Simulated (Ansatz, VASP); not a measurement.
LiF in VASP and in Ansatz

```xyz
2
Lattice="0.0000 1.9799 1.9799 1.9799 0.0000 1.9799 1.9799 1.9799 0.0000" Properties=species:S:1:pos:R:3 pbc="T T T"
Li    0.0000    0.0000    0.0000
F     1.9799    1.9799    1.9799
```

Change from the starting cell: volume scaled by 0.95, PAW files.

Alike in both runs: task electric field gradients; functional LDA; k mesh 10 × 10 × 10; occupations fermi-dirac, width 0.03 eV; no spin polarisation.

|  | VASP | Ansatz |
| --- | --- | --- |
| version | VASP 6.6.1 | Ansatz 0.2.0 |
| potentials or method | VASP PAW LDA potentials, release 64 (Li_sv, F) | PAW with Ansatz's default frozen-core files, scalar-relativistic |
| plane-wave cutoff (eV) | 520 | 420 |
| valence electrons in the cell | 10 | 10 |

```tsv
	VASP	Ansatz	Ansatz less VASP
gap on the k mesh at the Fermi level (eV)	9.31	9.32	+0.006
```

LDA's correlation is that of Perdew and Zunger in VASP and of Perdew and Wang (1992) in Ansatz.

Noted on VASP's run: the cutoff is short for stress, so the pressure is rough.
